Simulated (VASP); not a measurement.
Crystal: Nd3Au.

```
Nd Au
1.0
    -3.00914    3.00914    3.00914
     3.00914   -3.00914    3.00914
     3.00914    3.00914   -3.00914
Nd Au
3 1
Cartesian
  3.0091 0.0000 0.0000
  0.0000 3.0091 0.0000
  0.0000 0.0000 3.0091
  0.0000 0.0000 0.0000
```

The cell was generated, and may not be a known phase.

| Item | Value |
| --- | --- |
| Program | VASP 6.6.1 |
| Task | relaxation of cell and atoms |
| Functional | PBE |
| Potentials or basis | VASP PAW PBE potentials, release 64 (Nd_3, Au), 4f in core |
| Cutoff | 500 eV |
| k mesh | 4 × 4 × 4 |
| Occupations | gaussian, width 0.1 eV |
| Spin | no spin polarisation |

At the start: pressure 7.5 GPa; volume 27.25 Å³/atom.

Task: Where does the relaxation end?

Result: Over 3 steps the energy falls by 100.0 meV/atom and the volume is 31.92 Å³/atom (+17.1 %); space group Im-3m (No. 229, to 0.1 Å) before and after.

The path:
```csv
step,energy change (eV),largest force (eV/Å),pressure (GPa),volume (Å³)
1,0.0000,0.0000,7.55,108.99
2,-0.3931,0.0000,-0.79,130.52
3,-0.4001,0.0000,0.01,127.66
```

Final structure:
```
Nd Au
1.0
    -3.17200    3.17200    3.17200
     3.17200   -3.17200    3.17200
     3.17200    3.17200   -3.17200
Nd Au
3 1
Direct
  0.00000 0.50000 0.50000
  0.50000 0.00000 0.50000
  0.50000 0.50000 0.00000
  0.00000 0.00000 0.00000
```

Caveat: the k points lie up to 0.35 Å⁻¹ apart in the final cell, too coarse for converged energies and pressures of a metal; the volume moved by over 15 % at a fixed basis, so the end points are rough.
